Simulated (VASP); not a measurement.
Sb, 1 atom in the cell. It takes space group I4/mmm (No. 139, tetragonal). The conventional cell has a = 3.260 Å, b = 3.260 Å, c = 4.656 Å, α = 90.00°, β = 90.00°, γ = 90.00°. Sb (site symmetry 4/mmm) has 12 Sb at 3.26 to 3.28 Å within 4.3 Å. This isn't the form of Sb at room conditions, which is rhombohedral. This cell differs from its parent crystal: zz strain of +1 %.

| Property | Result |
| --- | --- |
| Program | VASP 6.6.1 |
| Task | electric field gradients |
| Functional | PBE |
| Potentials or basis | VASP PAW PBE potentials, release 64 (Sb) |
| Cutoff | 400 eV |
| k mesh | 12 × 12 × 12 |
| Occupations | fermi-dirac, width 0.05 eV |
| Spin | no spin polarisation |
| Dipole correction | no |
| Further INCAR settings | ALGO = Normal; EDIFF = 1e-08; NBANDS = 8 |

Potentials or basis: VASP PAW PBE potentials, release 64 (Sb).

Command:

```sh
$ cat potpaw_PBE.64/Sb/POTCAR > POTCAR
$ mpirun -np 1 vasp_std > vasp.out
```

Hardware: 1 thread of Intel(R) Xeon(R) Platinum 8488C (Sapphire Rapids), on a shared host.

How long does it take, and how much memory?

Run time: 9.8 s on 1 thread of Intel(R) Xeon(R) Platinum 8488C (Sapphire Rapids), with other jobs on the host, peak memory 0.15 GiB. Counts: scf iterations 13, k points 163.
